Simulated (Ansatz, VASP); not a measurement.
## One calculation of Mg2O, two programs

File INCAR:

```
SYSTEM = Mg2O
PREC     = Accurate       ! precision mode
ENCUT    = 750            ! plane-wave cutoff, eV
EDIFF    = 1E-7           ! SCF threshold, eV
ISMEAR   = 0              ! smearing method
SIGMA    = 0.1            ! smearing width, eV
LREAL    = .False.        ! projectors in reciprocal space
LASPH    = .True.         ! aspherical terms in the spheres
NELM     = 120            ! most SCF steps
ALGO     = Normal         ! electronic algorithm
ISIF     = 3              ! what is computed and relaxed
LWAVE    = .False.        ! write WAVECAR
LCHARG   = .False.        ! write CHGCAR
GGA      = PE             ! functional
IBRION   = 2              ! ionic algorithm
NSW      = 90             ! ionic steps
EDIFFG   = -0.04          ! ionic threshold
GGA_COMPAT= .False.      
NELMIN   = 4
```

The input KPOINTS:

```
Automatic mesh
0
Gamma
  8 6 4
  0 0 0
```

POSCAR

```
Mg2O
1.0
    2.0367538100      0.0000000000      0.0000000000
    0.0000000000      3.4252436300      0.0000000000
    0.0000000000      0.0000000000      4.1531616300
Mg O
2 1
Direct
    0.0000000000      0.0000000000      0.7441455200
    0.0000000000      0.5000000000      0.0000000000
    0.0000000000      0.0000000000      0.2558544800
```

Input for Ansatz:

```yaml
crystal:
  lattice:
    - [2.03675381, 0.0, 0.0]
    - [0.0, 3.42524363, 0.0]
    - [0.0, 0.0, 4.15316163]
  atoms:
    - { symbol: Mg, position: [0.0, 0.0, 0.74414552] }
    - { symbol: Mg, position: [0.0, 0.5, 0.0] }
    - { symbol: O, position: [0.0, 0.0, 0.25585448] }
basis:
  ecutwfc: 420
kpoints:
  mp_grid: { grid: [8, 6, 4] }
hamiltonian:
  xc: pbe
scf:
  occupations: { method: gaussian, width: 0.1 }
  lower_state_search: "off"
output:
  forces: true
  stress: true
  eigenvalues: true
relax:
  adjacent_minimum: "off"
  f_tol: 0.04
  max_steps: 70
  cell: { stress_tol: 0.4 }
```

Alike in both runs: task relaxation of cell and atoms; functional PBE; k mesh 8 × 6 × 4; occupations gaussian, width 0.1 eV; no spin polarisation.

|  | VASP | Ansatz |
| --- | --- | --- |
| version | VASP 6.6.1 | Ansatz 0.2.0 |
| potentials or method | VASP PAW PBE potentials, release 64 (Mg_sv, O), cutoff 750 eV | scalar-relativistic, plane waves, PAW |
| valence electrons in the cell | 26 | 26 |

|  | VASP | Ansatz | Ansatz less VASP |
| --- | --- | --- | --- |
| gap on the k mesh at the Fermi level, each at its own relaxed structure (eV) | none | none | - |
| relaxed volume (Å³/atom) | 15.95 | 21.19 | +5.235 |
| relaxed length of the cell vector where the two differ most in proportion (Å) | 2.800 | 3.543 | +0.7429 |

A gap of «none» marks a metal or a gap that the smearing closes. One of these differences is far larger than is usual between the two programs; its cause wasn't traced.

The k mesh is coarse, so the values compare programs but aren't converged. Noted on VASP's run: the volume moved by over 15 % at a fixed basis, so the end points are rough.
